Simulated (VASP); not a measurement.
# Mg2Sn (Fm-3m) in VASP: a series of runs

The runs below take Mg2Sn through electric field gradients, with LDA.

All numbers are computed with VASP 6.6.1; they aren't measurements. Logs are shortened: lines on timing, memory, paths and dates and some standing lists are left out, and cuts for length are marked.

## Step 1: The cell of the first run

The structure is cubic, space group Fm-3m (No. 225). Conventional cell: a = 6.759 Å, b = 6.759 Å, c = 6.759 Å, α = 90.00°, β = 90.00°, γ = 90.00°. Within 3.9 Å of Mg (site symmetry -43m) lie 4 Sn at 2.93 Å and 6 Mg at 3.38 Å. Within 3.9 Å of Sn (site symmetry m-3m) lie 8 Mg at 2.93 Å.

## Step 2: Electric field gradients, LDA

File INCAR:

```
PREC = Accurate
ENCUT = 520
EDIFF = 1E-8
ISMEAR = -1
SIGMA = 0.08
LREAL = F
LASPH = T
NELM = 120
ALGO = Normal
ISIF = 2
LWAVE = F
LCHARG = F
LEFG = T
NBANDS = 16
GGA_COMPAT = F
```

File KPOINTS:

```
regular mesh
0
Gamma
  11 11 11
```

File POSCAR:

```
Mg2Sn
1.0
    0.0000000000      3.3795000000      3.3795000000
    3.3795000000      0.0000000000      3.3795000000
    3.3795000000      3.3795000000      0.0000000000
Mg Sn
2 1
Direct
    0.2500000000      0.2500000000      0.2500000000
    0.7500000000      0.7500000000      0.7500000000
    0.0000000000      0.0000000000      0.0000000000
```

Potentials or basis: VASP PAW LDA potentials, release 64 (Mg, Sn_d).

Run with:

```sh
cat potpaw_LDA.64/Mg/POTCAR potpaw_LDA.64/Sn_d/POTCAR > POTCAR
mpirun -np 1 vasp_std > vasp.out
```

OUTCAR:

```text
PREC = Accurate
   ENCUT = 520
   EDIFF = 1E-8
   ISMEAR = -1
   LREAL = F
   LASPH = T
   NELM = 120
   ISIF = 2

 ion  position               nearest neighbor table
   1  0.250  0.250  0.250-   3 2.93   3 2.93   3 2.93   3 2.93   2 3.38   2 3.38   2 3.38   2 3.38
                             2 3.38   2 3.38
   2  0.750  0.750  0.750-   3 2.93   3 2.93   3 2.93   3 2.93   1 3.38   1 3.38   1 3.38   1 3.38
                             1 3.38   1 3.38
   3  0.000  0.000  0.000-   2 2.93   2 2.93   2 2.93   1 2.93   2 2.93   1 2.93   1 2.93   1 2.93

  LATTYP: Found a face centered cubic cell.
 ALAT       =     6.7590000000

  Lattice vectors:

 A1 = (   0.0000000000,   3.3795000000,   3.3795000000)
 A2 = (   3.3795000000,   0.0000000000,   3.3795000000)
 A3 = (   3.3795000000,   3.3795000000,   0.0000000000)

Analysis of symmetry for initial positions (statically):
=====================================================================
 Subroutine PRICEL returns:
 Original cell was already a primitive cell.

 Routine SETGRP: Setting up the symmetry group for a
 face centered cubic supercell.

 Subroutine GETGRP returns: Found 48 space group operations
 (whereof 48 operations were pure point group operations)
 out of a pool of 48 trial point group operations.

The static configuration has the point symmetry O_h .

Analysis of symmetry for dynamics (positions and initial velocities):
=====================================================================
 Subroutine PRICEL returns:
 Original cell was already a primitive cell.

 Routine SETGRP: Setting up the symmetry group for a
 face centered cubic supercell.

 Subroutine GETGRP returns: Found 48 space group operations
 (whereof 48 operations were pure point group operations)
 out of a pool of 48 trial point group operations.

The dynamic configuration has the point symmetry O_h .

 Subroutine INISYM returns: Found 48 space group operations
 (whereof 48 operations are pure point group operations),
 and found     1 'primitive' translations

----------------------------------------------------------------------------------------

                                     Primitive cell

  volume of cell :      77.1947

  direct lattice vectors                    reciprocal lattice vectors
     0.000000000  3.379500000  3.379500000    -0.147950880  0.147950880  0.147950880
     3.379500000  0.000000000  3.379500000     0.147950880 -0.147950880  0.147950880
     3.379500000  3.379500000  0.000000000     0.147950880  0.147950880 -0.147950880

  length of vectors
     4.779334734  4.779334734  4.779334734     0.256258442  0.256258442  0.256258442

  position of ions in fractional coordinates (direct lattice)
     0.250000000  0.250000000  0.250000000
     0.750000000  0.750000000  0.750000000
     0.000000000  0.000000000  0.000000000

  ion indices of the primitive-cell ions
   primitive index   ion index
                 1           1
                 2           2
                 3           3

----------------------------------------------------------------------------------------

 KPOINTS: regular mesh

Automatic generation of k-mesh.
 Grid dimensions read from file:
 generate k-points for:   11   11   11

 Generating k-lattice:

  Cartesian coordinates                     Fractional coordinates (reciprocal lattice)
    -0.013450080  0.013450080  0.013450080     0.090909091  0.000000000  0.000000000
     0.013450080 -0.013450080  0.013450080     0.000000000  0.090909091  0.000000000
     0.013450080  0.013450080 -0.013450080     0.000000000  0.000000000  0.090909091

  Length of vectors
     0.023296222  0.023296222  0.023296222

  Shift w.r.t. Gamma in fractional coordinates (k-lattice)
     0.000000000  0.000000000  0.000000000

 Subroutine IBZKPT returns following result:
 ===========================================

 Found     56 irreducible k-points:

 Following reciprocal coordinates:
            Coordinates               Weight
  0.000000  0.000000  0.000000      1.000000
  0.090909  0.000000  0.000000      8.000000
  0.181818  0.000000  0.000000      8.000000
  0.272727  0.000000  0.000000      8.000000
  0.363636  0.000000  0.000000      8.000000
  0.454545  0.000000  0.000000      8.000000
[... 16 lines left out ...]
 -0.272727  0.181818  0.000000     24.000000
 -0.181818  0.181818  0.000000     12.000000
 [... further k-points ...]
   k-points           NKPTS =     56   k-points in BZ     NKDIM =     56   number of bands    NBANDS=     16
   number of dos      NEDOS =    301   number of ions     NIONS =      3
   total plane-waves  NPLWV =  46656
   dimension x,y,z NGX =    36 NGY =   36 NGZ =   36
   dimension x,y,z NGXF=    72 NGYF=   72 NGZF=   72
   ions per type =               2   1
   NGX,Y,Z   is equivalent  to a cutoff of  12.52, 12.52, 12.52 a.u.
   NGXF,Y,Z  is equivalent  to a cutoff of  25.04, 25.04, 25.04 a.u.
 SYSTEM =  unknown system
   PREC   = accura    normal or accurate (medium, high low for compatibility)
   ISTART =      0    job   : 0-new  1-cont  2-samecut
   ICHARG =      2    charge: 1-file 2-atom 10-const
   ISPIN  =      1    spin polarized calculation?
   LNONCOLLINEAR =      F non collinear calculations
   LSORBIT =      F    spin-orbit coupling
   LASPH  =      T    aspherical Exc in radial PAW
   ENCUT  =  520.0 eV  38.22 Ry    6.18 a.u.   8.89  8.89  8.89*2*pi/ulx,y,z
   NELM   =    120;   NELMIN=  2; NELMDL= -5     # of ELM steps
   EDIFF  = 0.1E-07   stopping-criterion for ELM
   LREAL  =      F    real-space projection
   EDIFFG = 0.1E-06   stopping-criterion for IOM
   NSW    =      0    number of steps for IOM
   IBRION =     -1    ionic relax: 0-MD 1-quasi-New 2-CG
   NFREE  =      0    steps in history (QN), initial steepest desc. (CG)
   ISIF   =      2    stress and relaxation
   ISYM   =      2    0-nonsym 1-usesym 2-fastsym
   POTIM  = 0.5000    time-step for ionic-motion
   TEBEG  =    0.0;   TEEND  =   0.0 temperature during run
   PSTRESS=    0.0 pullay stress
   NELECT =      18.0000    total number of electrons
   NUPDOWN=      -1.0000    fix difference up-down
   EMIN   =  10.00;   EMAX   =-10.00  energy-range for DOS
   EFERMI =   0.00;   METHOD = LEGACY
   ISMEAR =    -1;   SIGMA  =   0.08  broadening in eV -4-tet -1-fermi 0-gaus
   EFERMI_NEDOS =   21; number of points for ismear=-14 and -15
   IALGO  =     38    algorithm
   IMIX   =      4    mixing-type and parameters
     AMIX     =   0.40;   BMIX     =  1.00
     AMIX_MAG =   1.60;   BMIX_MAG =  1.00
  volume/ion in A,a.u.               =      25.73       173.65
  Fermi-wavevector in a.u.,A,eV,Ry     =   1.007635  1.904154 13.814378  1.015328
  Thomas-Fermi vector in A             =   2.140452
   LORBIT       =      0    0 simple, 1 ext, 2 COOP (PROOUT), +10 PAW based schemes
   GGA     = CA    functional components
   LHFCALC =     F    Hartree Fock is set to
   AEXX    =    0.0000 exact exchange contribution
   IVDW    =     0    specifies the selected vdW correction
   LEPSILON=     F    determine dielectric tensor
   LRPA    =     F    only Hartree local field effects (RPA)
 non-spin polarized calculation
  energy-cutoff  :      520.00
  volume of cell :       77.19
 maximum number of plane-waves:      2102
   NGX = 17   NGY = 17   NGZ = 17

 number of electron      18.0000006 magnetization

 Free energy of the ion-electron system (eV)
  ---------------------------------------------------
  ext. energy  EPLUGINS =         0.00000000
  ---------------------------------------------------
  free energy    TOTEN  =        -8.91670622 eV

  energy without entropy =       -8.90973021  energy(sigma->0) =       -8.91321821

 E-fermi :   4.0384     XC(G=0):  -8.9784

 val. band max:        4.0088617484   @ k =  -0.0909   0.0909   0.0000
 cond. band min:       4.0761298096   @ k =   0.0000   0.0000   0.0000
 fundamental gap:      0.0672680611
 Fermi energy:         4.0383615165

 k-point     1 :       0.0000    0.0000    0.0000
  band No.  band energies     occupation
      1     -16.8269      2.00000
      2     -16.8269      2.00000
      3     -16.8269      2.00000
      4     -16.7872      2.00000
      5     -16.7872      2.00000
      6      -5.0585      2.00000
[... 433 lines left out ...]
      3     -16.8245      2.00000
      4     -16.7872      2.00000
      5     -16.7865      2.00000
      6      -4.3914      2.00000
[... 8 lines left out ...]
     15      10.2669      0.00000
     16      10.6910      0.00000

 [... further k-points ...]

------------------------ aborting loop because EDIFF is reached ----------------------------------------

  FORCE on cell =-STRESS in cart. coord.  units (eV):
  Direction    XX          YY          ZZ          XY          YZ          ZX
  --------------------------------------------------------------------------------------
  -------------------------------------------------------------------------------------
  Total       -1.0033325     -1.0033325     -1.0033325      0.0000000      0.0000000     -0.0000000
  in kB      -20.8241893    -20.8241893    -20.8241893      0.0000000      0.0000000     -0.0000000
  external PRESSURE =     -20.8241893 kB  Pullay stress =       0.0000000 kB

 VOLUME and BASIS-vectors are now :
 -----------------------------------------------------------------------------
  energy-cutoff  :      520.00
  volume of cell :       77.19
      direct lattice vectors                 reciprocal lattice vectors
     0.000000000  3.379500000  3.379500000    -0.147950880  0.147950880  0.147950880
     3.379500000  0.000000000  3.379500000     0.147950880 -0.147950880  0.147950880
     3.379500000  3.379500000  0.000000000     0.147950880  0.147950880 -0.147950880

 POSITION                                       TOTAL-FORCE (eV/Angst)
 -----------------------------------------------------------------------------------
      1.68975      1.68975      1.68975         0.000000      0.000000      0.000000
      5.06925      5.06925      5.06925        -0.000000     -0.000000     -0.000000
      0.00000      0.00000      0.00000        -0.000000      0.000000     -0.000000
 -----------------------------------------------------------------------------------
    total drift:                               -0.000000      0.000000      0.000000

  FREE ENERGIE OF THE ION-ELECTRON SYSTEM (eV)
  ---------------------------------------------------
  free  energy   TOTEN  =        -8.9167062185 eV

  energy  without entropy=       -8.9097302108  energy(sigma->0) =       -8.91321821

 Electric field gradients (V/A^2)
---------------------------------------------------------------------
 ion       V_xx      V_yy      V_zz      V_xy      V_xz      V_yz
---------------------------------------------------------------------
   1       0.000     0.000     0.000     0.000     0.000     0.000
   2      -0.000     0.000     0.000     0.000     0.000     0.000
   3      -0.000    -0.000    -0.000     0.002     0.002     0.002
---------------------------------------------------------------------

 Electric field gradients after diagonalization (V/A^2)
 (convention: |V_zz| > |V_xx| > |V_yy|)
----------------------------------------------------------------------
 ion       V_xx      V_yy      V_zz     asymmetry (V_yy - V_xx)/ V_zz
----------------------------------------------------------------------
   1      -0.000    -0.000     0.000       0.000
   2      -0.000    -0.000     0.000       0.000
   3      -0.002    -0.002     0.004       0.000
----------------------------------------------------------------------

           NMR quadrupolar parameters

 Cq : quadrupolar parameter    Cq=e*Q*V_zz/h
 eta: asymmetry parameters     (V_yy - V_xx)/ V_zz
 Q  : nuclear electric quadrupole moment in mb (millibarn)
----------------------------------------------------------------------
 ion       Cq(MHz)       eta       Q (mb)
----------------------------------------------------------------------
   1       0.000       0.000       1.000
   2       0.000       0.000       1.000
   3       0.000       0.000       1.000
----------------------------------------------------------------------
```

Wall time 73 s (1 thread of Intel Xeon Platinum 8259CL at 2.50GHz (Skylake/Cascade Lake), shared host); peak memory 0.21 GiB.

Results:

```
Free energy                             : -8.9167 eV
Pressure                                : -2.1 GPa
Band gap on the k mesh                  : zero (bands 9 and 10 overlap by 0.16 eV)
Largest electric field gradient by atom : zero within the noise of the run
```

Caveat: spin-orbit coupling is left out, which moves the levels of the heavy elements.

(Continued in part 2 of 2.)
